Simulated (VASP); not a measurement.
Pt: single point with PBE

The system is Pt.

```
Pt
1.0
     0.00000    1.90217    1.90217
     1.90217    0.00000    1.90217
     1.90217    1.90217    0.00000
Pt
1
Cartesian
  0.0000 0.0000 0.0000
```

This cell differs from its parent crystal: volume 13.765 Å^3 an atom, c/a of the conventional cell 1.0000.

* Program: VASP 6.6.1
* Task: single point
* Functional: PBE
* Potentials or basis: VASP PAW PBE potentials, release 64 (Pt)
* Cutoff: 520 eV
* k mesh: 22 × 22 × 22
* Occupations: gaussian, width 0.15 eV
* Spin: no spin polarisation

| Item | Value |
| --- | --- |
| Pressure | 44.3 GPa |
| Band gap on the k mesh | zero (band 5 reaches 13.72 eV, above the bottom of band 6 at 11.09 eV) |

Levels at points of the mesh, in eV from the Fermi level:
```
           k point  band 2  band 3  band 4  band 5  band 6  band 7  band 8  band 9
(0.00, 0.00, 0.00)   -4.39   -4.39   -4.39   -1.89   -1.89   14.32   19.81   19.81
(0.50, 0.00, 0.00)   -4.48   -4.48   -0.85    0.07    0.07    6.60   13.92   19.58
(0.50, 0.50, 0.00)   -7.65    0.03    0.60    0.60    1.61    9.94   11.68   11.68
```

Run time: 27 s on 1 thread of Intel(R) Xeon(R) Platinum 8375C CPU @ 2.90GHz (Ice Lake), with other jobs on the host, peak memory 0.16 GiB.

Caveat: spin-orbit coupling is left out, which moves the levels of the heavy elements.
